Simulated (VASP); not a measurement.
**FePt: relaxation of cell and atoms with PBEsol+D4**

The system is FePt.

```
Pt Fe
1.0
     2.72350    0.00000    0.00000
     0.00000    2.72350    0.00000
     0.00000    0.00000    3.72000
Pt Fe
1 1
Direct
  0.50000 0.50000 0.50000
  0.00000 0.00000 0.00000
```

| Property | Result |
| --- | --- |
| Program | VASP 6.6.1 |
| Task | relaxation of cell and atoms |
| Functional | PBEsol |
| Dispersion | D4 |
| Potentials or basis | VASP PAW PBE potentials, release 64 (Pt, Fe) |
| Cutoff | 600 eV |
| k mesh | 10 × 10 × 7 |
| Occupations | fermi-dirac, width 0.05 eV |
| Spin | collinear spin, ferromagnetic start |
| Starting moments | [0.0, 3.0] μB |
| Dipole correction | no |
| Further INCAR settings | ALGO = Normal; EDIFF = 1e-06; IBRION = 2; EDIFFG = -0.01; NSW = 60; ISIF = 3 |

```json
{
  "Relaxed volume": "13.22 Å³/atom",
  "Relaxed cell": "a = 2.680 Å, b = 2.680 Å, c = 3.680 Å, α = 90.00°, β = 90.00°, γ = 90.00°",
  "Space group after relaxing (to 0.1 Å)": "P4/mmm (No. 123)",
  "Energy gained by relaxing": "18.1 meV/atom",
  "Ionic steps": "9",
  "Pressure after relaxing": "0.0 GPa",
  "Net moment": "3.20 μB per cell",
  "Site moments": "Pt +0.33; Fe +2.83 μB",
  "Valence electrons inside the program's atomic spheres": "Pt 9.53; Fe 7.08",
  "Dispersion energy per atom": "-0.321 eV"
}
```

Step by step:
```csv
step,energy change (eV),largest force (eV/Å),pressure (GPa),volume (Å³)
1,0.0000,0.0000,-9.51,27.59
2,0.1007,0.0000,23.49,24.45
3,-0.0360,0.0000,-0.37,26.48
4,-0.0360,0.0000,-0.05,26.44
5,-0.0360,0.0000,0.18,26.42
6,-0.0361,0.0000,0.21,26.42
7,-0.0361,0.0000,0.22,26.42
8,-0.0361,0.0000,-0.37,26.48
9,-0.0361,0.0000,-0.05,26.44
```

Final structure:
```xyz
2
Lattice="2.6803 0.0000 0.0000 0.0000 2.6803 0.0000 0.0000 0.0000 3.6802" Properties=species:S:1:pos:R:3 pbc="T T T"
Pt    1.3401    1.3401    1.8401
Fe    0.0000    0.0000    0.0000
```

Levels at points of the mesh, in eV from the Fermi level:
Spin up:
| k point | band 8 | band 9 | band 10 | band 11 | band 12 | band 13 | band 14 | band 15 |
| --- | --- | --- | --- | --- | --- | --- | --- | --- |
| (0.00, 0.00, 0.00) | -1.87 | -0.44 | -0.27 | -0.27 | 2.16 | 10.16 | 11.95 | 11.95 |
| (0.50, 0.00, 0.00) | -2.46 | -2.07 | -1.67 | 0.31 | 2.23 | 10.63 | 10.81 | 12.92 |
| (0.50, 0.50, 0.00) | -0.34 | -0.34 | 0.69 | 1.58 | 1.58 | 8.06 | 10.60 | 11.00 |
Spin down:
| k point | band 6 | band 7 | band 8 | band 9 | band 10 | band 11 |
| --- | --- | --- | --- | --- | --- | --- |
| (0.00, 0.00, 0.00) | -0.88 | -0.76 | 0.53 | 1.69 | 1.76 | 1.76 |
| (0.50, 0.00, 0.00) | -1.41 | -1.33 | -1.04 | 0.44 | 0.69 | 2.56 |
| (0.50, 0.50, 0.00) | 1.29 | 1.67 | 1.79 | 1.79 | 1.83 | 1.83 |

Wall time 2.2 min on 1 thread of Intel(R) Xeon(R) 6975P-C (Granite Rapids), on a shared host, peak memory 0.23 GiB.

Caveat: the PAW data sets were made with another functional, which shifts forces and pressure a little; spin-orbit coupling is left out, which moves the levels of the heavy elements.
